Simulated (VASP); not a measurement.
# Ta2AlF3 (P4/mmm) in VASP: notebook

The runs below take Ta2AlF3 through single point, relaxation of cell and atoms, with PBE.

Program: VASP 6.6.1. These are calculated values, not measurements. Logs are shortened: lines on timing, memory, paths and dates and some standing lists are left out, and cuts for length are marked.

**1. The cell of the first run**

It takes space group P4/mmm (No. 123, tetragonal). Conventional cell: a = 3.537 Å, b = 3.537 Å, c = 11.584 Å, α = 90.00°, β = 90.00°, γ = 90.00°. Within 3.3 Å of Ta (site symmetry 4/mmm) lie 4 Al at 2.50 Å. Within 2.5 Å of Ta (site symmetry 4/mmm) lie 2 F at 1.87 Å. Within 3.3 Å of Al (site symmetry 4/mmm) lie 4 Ta at 2.50 Å. Within 2.5 Å of F (site symmetry 4mm) lie 1 Ta at 1.87 Å. Within 3.3 Å of F (site symmetry 4/mmm) lie 4 Ta at 2.50 Å and 8 F at 3.12 Å.

**2. Single point, PBE, collinear spin**

INCAR reads:

```
ALGO = Normal ; EDIFF = 1E-6
ENCUT = 520 ; GGA = PE
ISIF = 2 ; ISMEAR = 0
ISPIN = 2 ; LASPH = True
LCHARG = False ; LMAXMIX = 4
LORBIT = 11 ; LREAL = False
LWAVE = False ; MAGMOM = 0 -0.2 0 0 0 0
NBANDS = 36 ; NELM = 150
PREC = Accurate ; SIGMA = 0.1
```

KPOINTS reads:

```
k-points
0
Gamma
  6 6 2
```

POSCAR reads:

```
Ta2AlF3
1.0
    3.5374196097      0.0000000000      0.0000000000
    0.0000000000      3.5374196097      0.0000000000
    0.0000000000      0.0000000000     11.5841246663
Ta Al F
2 1 3
Direct
    0.5000000000      0.5000000000      0.0000000000
    0.0000000000      0.0000000000      0.5000000000
    0.0000000000      0.0000000000      0.0000000000
    0.0000000000      0.0000000000      0.6612709112
    0.0000000000      0.0000000000      0.3387290888
    0.5000000000      0.5000000000      0.5000000000
```

Potentials or basis: VASP PAW PBE potentials, release 64 (Ta_pv, Al, F).

On the command line:

```bash
$ cat potpaw_PBE.64/Ta_pv/POTCAR potpaw_PBE.64/Al/POTCAR potpaw_PBE.64/F/POTCAR > POTCAR
$ mpirun -np 1 vasp_std > vasp.out
```

OUTCAR:

```text
EDIFF = 1E-6
   ENCUT = 520
   GGA = PE
   ISIF = 2
   ISMEAR = 0
   ISPIN = 2
   LASPH = True
   LORBIT = 11
   LREAL = False
   NELM = 150
   PREC = Accurate

 ion  position               nearest neighbor table
   1  0.500  0.500  0.000-   3 2.50   3 2.50   3 2.50   3 2.50
   2  0.000  0.000  0.500-   4 1.87   5 1.87   6 2.50   6 2.50   6 2.50   6 2.50
   3  0.000  0.000  0.000-   1 2.50   1 2.50   1 2.50   1 2.50
   4  0.000  0.000  0.661-   2 1.87
   5  0.000  0.000  0.339-   2 1.87
   6  0.500  0.500  0.500-   2 2.50   2 2.50   2 2.50   2 2.50

  LATTYP: Found a simple tetragonal cell.
 ALAT       =     3.5374196097
 C/A-ratio  =     3.2747386356

  Lattice vectors:

 A1 = (   3.5374196097,   0.0000000000,   0.0000000000)
 A2 = (   0.0000000000,   3.5374196097,   0.0000000000)
 A3 = (   0.0000000000,   0.0000000000,  11.5841246663)

Analysis of symmetry for initial positions (statically):
=====================================================================
 Subroutine PRICEL returns:
 Original cell was already a primitive cell.

 Routine SETGRP: Setting up the symmetry group for a
 simple tetragonal supercell.

 Subroutine GETGRP returns: Found 16 space group operations
 (whereof 16 operations were pure point group operations)
 out of a pool of 16 trial point group operations.

The static configuration has the point symmetry D_4h.

Analysis of symmetry for dynamics (positions and initial velocities):
=====================================================================
 Subroutine PRICEL returns:
 Original cell was already a primitive cell.

 Routine SETGRP: Setting up the symmetry group for a
 simple tetragonal supercell.

 Subroutine GETGRP returns: Found 16 space group operations
 (whereof 16 operations were pure point group operations)
 out of a pool of 16 trial point group operations.

The dynamic configuration has the point symmetry D_4h.

Analysis of structural, dynamic, and magnetic symmetry:
=====================================================================
 Subroutine PRICEL returns:
 Original cell was already a primitive cell.

 Routine SETGRP: Setting up the symmetry group for a
 simple tetragonal supercell.

 Subroutine GETGRP returns: Found 16 space group operations
 (whereof 16 operations were pure point group operations)
 out of a pool of 16 trial point group operations.

The overall configuration has the point symmetry D_4h.

 Subroutine INISYM returns: Found 16 space group operations
 (whereof 16 operations are pure point group operations),
 and found     1 'primitive' translations

----------------------------------------------------------------------------------------

                                     Primitive cell

  volume of cell :     144.9561

  direct lattice vectors                    reciprocal lattice vectors
     3.537419610  0.000000000  0.000000000     0.282691937  0.000000000  0.000000000
     0.000000000  3.537419610  0.000000000     0.000000000  0.282691937  0.000000000
     0.000000000  0.000000000 11.584124666     0.000000000  0.000000000  0.086325038

  length of vectors
     3.537419610  3.537419610 11.584124666     0.282691937  0.282691937  0.086325038

  position of ions in fractional coordinates (direct lattice)
     0.500000000  0.500000000  0.000000000
     0.000000000  0.000000000  0.500000000
     0.000000000  0.000000000  0.000000000
     0.000000000  0.000000000  0.661270911
     0.000000000  0.000000000  0.338729089
     0.500000000  0.500000000  0.500000000

  ion indices of the primitive-cell ions
   primitive index   ion index
                 1           1
                 2           2
                 3           3
                 4           4
                 5           5
                 6           6

----------------------------------------------------------------------------------------

 KPOINTS: k-points

Automatic generation of k-mesh.
[... 26 lines left out ...]
  0.500000  0.000000  0.000000      2.000000
  0.166667  0.166667  0.000000      4.000000
  0.333333  0.166667  0.000000      8.000000
[... 12 lines left out ...]
  0.500000  0.333333  0.500000      4.000000
  0.500000  0.500000  0.500000      1.000000
   k-points           NKPTS =     20   k-points in BZ     NKDIM =     20   number of bands    NBANDS=     36
   number of dos      NEDOS =    301   number of ions     NIONS =      6
   total plane-waves  NPLWV =  70560
   dimension x,y,z NGX =    28 NGY =   28 NGZ =   90
   dimension x,y,z NGXF=    56 NGYF=   56 NGZF=  180
   ions per type =               2   1   3
   NGX,Y,Z   is equivalent  to a cutoff of  13.16, 13.16, 12.92 a.u.
   NGXF,Y,Z  is equivalent  to a cutoff of  26.32, 26.32, 25.83 a.u.
 SYSTEM =  unknown system
   PREC   = accura    normal or accurate (medium, high low for compatibility)
   ISTART =      0    job   : 0-new  1-cont  2-samecut
   ICHARG =      2    charge: 1-file 2-atom 10-const
   ISPIN  =      2    spin polarized calculation?
   LNONCOLLINEAR =      F non collinear calculations
   LSORBIT =      F    spin-orbit coupling
   LASPH  =      T    aspherical Exc in radial PAW
   ENCUT  =  520.0 eV  38.22 Ry    6.18 a.u.   6.58  6.58 21.54*2*pi/ulx,y,z
   NELM   =    150;   NELMIN=  2; NELMDL= -5     # of ELM steps
   EDIFF  = 0.1E-05   stopping-criterion for ELM
   LREAL  =      F    real-space projection
   EDIFFG = 0.1E-04   stopping-criterion for IOM
   NSW    =      0    number of steps for IOM
   IBRION =     -1    ionic relax: 0-MD 1-quasi-New 2-CG
   NFREE  =      0    steps in history (QN), initial steepest desc. (CG)
   ISIF   =      2    stress and relaxation
   ISYM   =      2    0-nonsym 1-usesym 2-fastsym
   POTIM  = 0.5000    time-step for ionic-motion
   TEBEG  =    0.0;   TEEND  =   0.0 temperature during run
   PSTRESS=    0.0 pullay stress
   NELECT =      46.0000    total number of electrons
   NUPDOWN=      -1.0000    fix difference up-down
   EMIN   =  10.00;   EMAX   =-10.00  energy-range for DOS
   EFERMI =   0.00;   METHOD = LEGACY
   ISMEAR =     0;   SIGMA  =   0.10  broadening in eV -4-tet -1-fermi 0-gaus
   EFERMI_NEDOS =   21; number of points for ismear=-14 and -15
   IALGO  =     38    algorithm
   IMIX   =      4    mixing-type and parameters
     AMIX     =   0.40;   BMIX     =  1.00
     AMIX_MAG =   1.60;   BMIX_MAG =  1.00
  volume/ion in A,a.u.               =      24.16       163.04
  Fermi-wavevector in a.u.,A,eV,Ry     =   1.116645  2.110154 16.965066  1.246897
  Thomas-Fermi vector in A             =   2.253261
   LORBIT       =     11    0 simple, 1 ext, 2 COOP (PROOUT), +10 PAW based schemes
   GGA     = PE    functional components
   LHFCALC =     F    Hartree Fock is set to
   AEXX    =    0.0000 exact exchange contribution
   IVDW    =     0    specifies the selected vdW correction
   LEPSILON=     F    determine dielectric tensor
   LRPA    =     F    only Hartree local field effects (RPA)
 spin polarized calculation
 Gauss-broadening in eV      SIGMA  =   0.10
  energy-cutoff  :      520.00
  volume of cell :      144.96
 maximum number of plane-waves:      3935
 NGX is ok and might be reduce to    28
   NGX = 13   NGY = 13   NGZ = 43

 number of electron      46.0000034 magnetization      -0.0138019

 number of electron      46.0000034 magnetization       0.0009274

 Free energy of the ion-electron system (eV)
  ---------------------------------------------------
  ext. energy  EPLUGINS =         0.00000000
  ---------------------------------------------------
  free energy    TOTEN  =       -37.17916353 eV

  energy without entropy =      -37.15419100  energy(sigma->0) =      -37.16667727

 E-fermi :   1.1335     XC(G=0):  -7.9167

 val. band max:        1.0961123953   @ k =   0.5000   0.3333   0.5000
 cond. band min:       1.1335105482   @ k =   0.3333   0.3333   0.0000
 fundamental gap:      0.0373981529
 Fermi energy:         1.1334504116

 spin component 1

 k-point     1 :       0.0000    0.0000    0.0000
  band No.  band energies     occupation
      1     -36.5906      1.00000
      2     -35.6806      1.00000
      3     -35.6805      1.00000
      4     -33.9002      1.00000
      5     -33.0497      1.00000
      6     -33.0497      1.00000
[... 749 lines left out ...]
     34       7.2441      0.00000
     35       7.6222      0.00000
 Fermi energy:         1.1334504116

 spin component 2

 k-point     1 :       0.0000    0.0000    0.0000
  band No.  band energies     occupation
      1     -36.5906      1.00000
      2     -35.6806      1.00000
      3     -35.6805      1.00000
      4     -33.8995      1.00000
      5     -33.0493      1.00000
      6     -33.0493      1.00000
[... 749 lines left out ...]
     34       7.2441      0.00000
     35       7.6229      0.00000
 [bands above 35 left out]

------------------------ aborting loop because EDIFF is reached ----------------------------------------

  FORCE on cell =-STRESS in cart. coord.  units (eV):
  Direction    XX          YY          ZZ          XY          YZ          ZX
  --------------------------------------------------------------------------------------
  -------------------------------------------------------------------------------------
  Total       -0.0363715     -0.0363715      0.8973596      0.0000000      0.0000000      0.0000000
  in kB       -0.4020089     -0.4020089      9.9183793      0.0000000      0.0000000      0.0000000
  external PRESSURE =       3.0381205 kB  Pullay stress =       0.0000000 kB

 VOLUME and BASIS-vectors are now :
 -----------------------------------------------------------------------------
  energy-cutoff  :      520.00
  volume of cell :      144.96
      direct lattice vectors                 reciprocal lattice vectors
     3.537419610  0.000000000  0.000000000     0.282691937  0.000000000  0.000000000
     0.000000000  3.537419610  0.000000000     0.000000000  0.282691937  0.000000000
     0.000000000  0.000000000 11.584124666     0.000000000  0.000000000  0.086325038

 POSITION                                       TOTAL-FORCE (eV/Angst)
 -----------------------------------------------------------------------------------
      1.76871      1.76871      0.00000        -0.000000      0.000000      0.000000
      0.00000      0.00000      5.79206        -0.000000      0.000000      0.000000
      0.00000      0.00000      0.00000        -0.000000      0.000000      0.000000
      0.00000      0.00000      7.66024         0.000000      0.000000      0.208864
      0.00000      0.00000      3.92388        -0.000000     -0.000000     -0.208864
      1.76871      1.76871      5.79206        -0.000000      0.000000      0.000000
 -----------------------------------------------------------------------------------
    total drift:                                0.000000      0.000000      0.000000

  FREE ENERGIE OF THE ION-ELECTRON SYSTEM (eV)
  ---------------------------------------------------
  free  energy   TOTEN  =       -37.1791635259 eV

  energy  without entropy=      -37.1541910048  energy(sigma->0) =      -37.16667727

 total charge

# of ion       s       p       d       tot
------------------------------------------
    1        0.335   6.103   2.364   8.802
    2        0.295   6.151   2.137   8.583
    3        0.493   0.455   0.000   0.947
    4        1.750   4.326   0.000   6.076
    5        1.750   4.326   0.000   6.076
    6        1.752   4.283   0.000   6.035
--------------------------------------------------
tot          6.374  25.644   4.501  36.518

 magnetization (x)

# of ion       s       p       d       tot
------------------------------------------
    1        0.000   0.000   0.001   0.001
    2        0.000   0.000   0.000   0.000
    3       -0.000  -0.000   0.000  -0.000
    4        0.000  -0.000   0.000  -0.000
    5        0.000  -0.000   0.000  -0.000
    6        0.000  -0.000   0.000  -0.000
--------------------------------------------------
tot          0.000   0.000   0.001   0.001
```

It took 3.9 min on 1 thread of Intel Xeon Platinum 8488C (Sapphire Rapids), shared host; peak memory 0.39 GiB.

Results:

```
Free energy                                           : -37.1792 eV
Pressure                                              : 0.3 GPa
Largest force                                         : 0.209 eV/Å
Band gap on the k mesh                                : zero (filled and empty bands overlap)
Net moment                                            : 0.00 μB per cell
Valence electrons inside the program's atomic spheres : Ta 8.80, 8.58; Al 0.95; F 6.08, 6.04
```

Forces in eV/Å, atoms in the order of the input:
```
Ta   0.000  0.000  0.000
Ta   0.000  0.000  0.000
Al   0.000  0.000  0.000
F    0.000  0.000  0.209
F    0.000  0.000 -0.209
F    0.000  0.000  0.000
```

Caveat: spin-orbit coupling is left out, which moves the levels of the heavy elements.

**3. Relaxation of cell and atoms, PBE**

INCAR reads:

```
SYSTEM = Ta2AlF3
PREC = Accurate
ENCUT = 600
EDIFF = 1E-7
ISMEAR = 0
SIGMA = 0.1
LREAL = .FALSE.
LASPH = .TRUE.
NELM = 80
ALGO = Normal
ISIF = 3
LWAVE = .FALSE.
LCHARG = .FALSE.
GGA = PE
IBRION = 2
NSW = 100
EDIFFG = -0.01
```

KPOINTS reads:

```
Automatic mesh
0
G
  10 10 4
  0 0 0
```

POSCAR is that of step 2.

Potentials or basis: VASP PAW PBE potentials, release 64 (Ta_pv, Al, F).

On the command line:

```bash
$ cat potpaw_PBE.64/Ta_pv/POTCAR potpaw_PBE.64/Al/POTCAR potpaw_PBE.64/F/POTCAR > POTCAR
$ mpirun -np 1 vasp_std > vasp.out
```

It took 11 min on 1 thread of Intel Xeon Platinum 8488C (Sapphire Rapids), shared host; peak memory 0.47 GiB.

It converged, with:

```yaml
Free_energy: -37.1571 eV
Relaxed_volume: 24.28 Å³/atom
Relaxed_cell: a = 3.542 Å, b = 3.542 Å, c = 11.610 Å, α = 90.00°, β = 90.00°, γ = 90.00°
Space_group_after_relaxing_to_0.05_Å: P4/mmm (No. 123)
Energy_gained_by_relaxing: 0.3 meV/atom
Ionic_steps: 5
Pressure_after_relaxing: 0.0 GPa
Largest_force_after_relaxing: 0.006 eV/Å
Band_gap_on_the_k_mesh: zero (band 23 reaches 1.23 eV, above the bottom of band 24 at 0.42 eV)
```

Forces in eV/Å, atoms in the order of the input:
```
Ta   0.000  0.000  0.000
Ta   0.000  0.000  0.000
Al   0.000  0.000  0.000
F    0.000  0.000 -0.006
F    0.000  0.000  0.006
F    0.000  0.000  0.000
```

The path:
```csv
step,energy change (eV),largest force (eV/Å),pressure (GPa),volume (Å³)
1,0.0000,0.2160,0.49,144.96
2,0.0072,0.5274,-0.78,146.50
3,-0.0018,0.0207,0.09,145.42
4,-0.0018,0.0161,0.10,145.41
5,-0.0019,0.0059,0.00,145.69
```

Final structure:
```cif
data_structure
_symmetry_space_group_name_H-M 'P 1'
_symmetry_Int_Tables_number 1
_cell_length_a 3.5423
_cell_length_b 3.5423
_cell_length_c 11.6102
_cell_angle_alpha 90.000
_cell_angle_beta 90.000
_cell_angle_gamma 90.000
_cell_volume 145.69
loop_
_atom_site_label
_atom_site_type_symbol
_atom_site_fract_x
_atom_site_fract_y
_atom_site_fract_z
_atom_site_occupancy
Ta1 Ta 0.50000 0.50000 0.00000 1
Ta2 Ta 0.00000 0.00000 0.50000 1
Al1 Al 0.00000 0.00000 0.00000 1
F1 F 0.00000 0.00000 0.66149 1
F2 F 0.00000 0.00000 0.33851 1
F3 F 0.50000 0.50000 0.50000 1
```

Levels at points of the mesh, in eV from the Fermi level:
```tsv
k point	band 20	band 21	band 22	band 23	band 24	band 25	band 26	band 27
(0.00, 0.00, 0.00)	-2.34	-2.15	-1.51	-0.46	-0.09	0.54	1.16	1.32
(0.50, 0.00, 0.00)	-3.29	-1.45	-0.78	-0.36	0.54	0.92	1.50	1.69
(0.50, 0.50, 0.00)	-0.37	-0.37	0.01	0.19	0.19	0.63	0.63	0.93
(0.00, 0.00, 0.50)	-2.34	-2.15	-1.51	-0.49	-0.08	0.54	1.16	1.33
(0.50, 0.00, 0.50)	-3.28	-1.45	-0.78	-0.36	0.52	0.94	1.50	1.69
(0.50, 0.50, 0.50)	-0.37	-0.37	0.01	0.19	0.19	0.63	0.63	0.93
```

Caveat: spin-orbit coupling is left out, which moves the levels of the heavy elements.
